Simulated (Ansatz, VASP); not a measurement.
**Two plane-wave programs on Ti**

```xyz
1
Lattice="-1.4170 1.4170 2.0589 1.4170 -1.4170 2.0589 1.4170 1.4170 -2.0589" Properties=species:S:1:pos:R:3 pbc="T T T"
Ti    0.0000    0.0000    0.0000
```

Alike in both runs: task single point; functional PBEsol; k mesh 22 × 22 × 22; occupations gaussian, width 0.15 eV; no spin polarisation.

|  | VASP | Ansatz |
| --- | --- | --- |
| version | VASP 6.6.1 | Ansatz 0.2.0 |
| potentials or method | VASP PAW PBE potentials, release 64 (Ti_sv), cutoff 520 eV | scalar-relativistic, plane waves, PAW |
| valence electrons in the cell | 12 | 12 |

```tsv
	VASP	Ansatz	Ansatz less VASP
gap on the k mesh at the Fermi level (eV)	none	none	-
pressure (GPa)	0.8	1.0	+0.23
traceless stress, the component that is largest in VASP (GPa)	-0.63	-0.62	+0.011
```

VASP's potentials were made for PBE, not for PBEsol, and Ansatz warns of the same on its side. A gap of «none» marks a metal or a gap that the smearing closes. With one functional, cell and mesh, what is left measures potentials, basis and numerics.
